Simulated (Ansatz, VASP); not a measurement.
**One calculation of MgS, two programs**

```xyz
2
Lattice="0.0000 2.5910 2.5910 2.5910 0.0000 2.5910 2.5910 2.5910 0.0000" Properties=species:S:1:pos:R:3 pbc="T T T"
Mg    0.0000    0.0000    0.0000
S     2.5910    2.5910    2.5910
```

Alike in both runs: functional PBEsol; k mesh 8 × 8 × 8; no spin polarisation.

Ansatz relaxed the structure, and its values are those at the end. VASP's run is a single point on that final structure, the one shown.

|  | VASP | Ansatz |
| --- | --- | --- |
| version | VASP 6.6.1 | Ansatz 0.2.0 |
| potentials or method | VASP PAW PBE potentials, release 64 (Mg, S), cutoff 520 eV | scalar-relativistic, plane waves, PAW |
| occupations | gaussian, width 0.01 eV | fixed |
| valence electrons in the cell | 8 | 16 |

|  | VASP | Ansatz | Ansatz less VASP |
| --- | --- | --- | --- |
| gap on the k mesh at the Fermi level (eV) | 2.73 | 2.73 | -0.003 |
| least direct gap on the mesh (eV) | 3.69 | 3.69 | 0.000 |
| pressure (GPa) | -0.2 | 0.0 | +0.20 |

VASP's potentials were made for PBE, not for PBEsol. VASP's potentials hold 8 valence electrons a cell and Ansatz's 16, so a difference there can come from the potentials and not from the codes.
